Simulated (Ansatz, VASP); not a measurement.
# Cd in VASP and in Ansatz

```xyz
1
Lattice="2.8567 0.0000 0.0000 0.0000 2.8567 0.0000 0.0000 0.0000 2.8567" Properties=species:S:1:pos:R:3 pbc="T T T"
Cd    0.0000    0.0000    0.0000
```

Alike in both runs: task relaxation of cell and atoms; functional r2SCAN; k mesh 11 × 11 × 11; occupations fermi-dirac, width 0.1 eV; no spin polarisation.

```csv
,VASP,Ansatz
version,VASP 6.6.1,Ansatz 0.2.0
potentials or method,"VASP PAW PBE potentials, release 64 (Cd_sv_GW), cutoff 700 eV","plane waves (500 eV) with PAW, scalar-relativistic"
valence electrons in the cell,20,20
```

```csv
,VASP,Ansatz,Ansatz less VASP
relaxed volume (Å³/atom),25.44,25.43,-0.015
relaxed length of the cell vector where the two differ most in proportion (Å),2.941,2.941,-0.0006
```

VASP's potentials were made for PBE, not for r2SCAN.
